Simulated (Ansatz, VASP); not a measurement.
## Zn: VASP beside Ansatz

INCAR

```
SYSTEM = Zn
PREC = Accurate
ENCUT = 520
EDIFF = 1E-8
ISMEAR = -1
SIGMA = 0.03
LREAL = .False.
LASPH = .True.
NELM = 60
ALGO = Normal
ISIF = 2
LWAVE = .False.
LCHARG = .False.
GGA = PS
LEFG = .True.
NBANDS = 19
```

The input KPOINTS:

```
Automatic mesh
0
Gamma
  18 18 9
  0 0 0
```

File POSCAR:

```
Zn
1.0
    2.6656347759      0.0000000000      0.0000000000
   -1.3328173879      2.3085074331      0.0000000000
    0.0000000000      0.0000000000      4.9687374617
Zn
2
Direct
    0.3333333333      0.6666666667      0.2500000000
    0.6666666667      0.3333333333      0.7500000000
```

Input for Ansatz:

```yaml
crystal:
  lattice:
    - [2.6656347759, 0.0, 0.0]
    - [-1.3328173879, 2.3085074331, 0.0]
    - [0.0, 0.0, 4.9687374617]
  atoms:
    - { symbol: Zn, position: [0.3333333333, 0.6666666667, 0.25] }
    - { symbol: Zn, position: [0.6666666667, 0.3333333333, 0.75] }
kpoints:
  mp_grid: { grid: [18, 18, 9] }
scf:
  occupations: { method: fermi_dirac, width: 0.03 }
hamiltonian:
  xc: pbesol
  pseudopotentials: { kind: paw }
output:
  forces: true
  stress: true
  eigenvalues: true
  efg: { contact_densities: true }
```

Change from the starting cell: volume scaled by 1.06, PAW files.

Alike in both runs: task electric field gradients; functional PBEsol; k mesh 18 × 18 × 9; occupations fermi-dirac, width 0.03 eV; no spin polarisation.

|  | VASP | Ansatz |
| --- | --- | --- |
| version | VASP 6.6.1 | Ansatz 0.2.0 |
| potentials or method | VASP PAW PBE potentials, release 64 (Zn) | PAW with Ansatz's default frozen-core files, scalar-relativistic |
| plane-wave cutoff (eV) | 520 | 420 |
| valence electrons in the cell | 24 | 24 |

VASP gave:

```
pressure (GPa)                                                : -5.3
traceless stress, the component that is largest in VASP (GPa) : 2.55
size of Vzz on the site where it differs most (V/Å²)          : 33.1
```

Task: What did Ansatz give for the same quantities?

Result: Pressure (GPa): -5.7; traceless stress, the component that is largest in VASP (GPa): 2.67; size of Vzz on the site where it differs most (V/Å²): 32.8.

VASP's potentials were made for PBE, not for PBEsol. With one functional, cell and mesh, what is left measures potentials, basis and numerics.
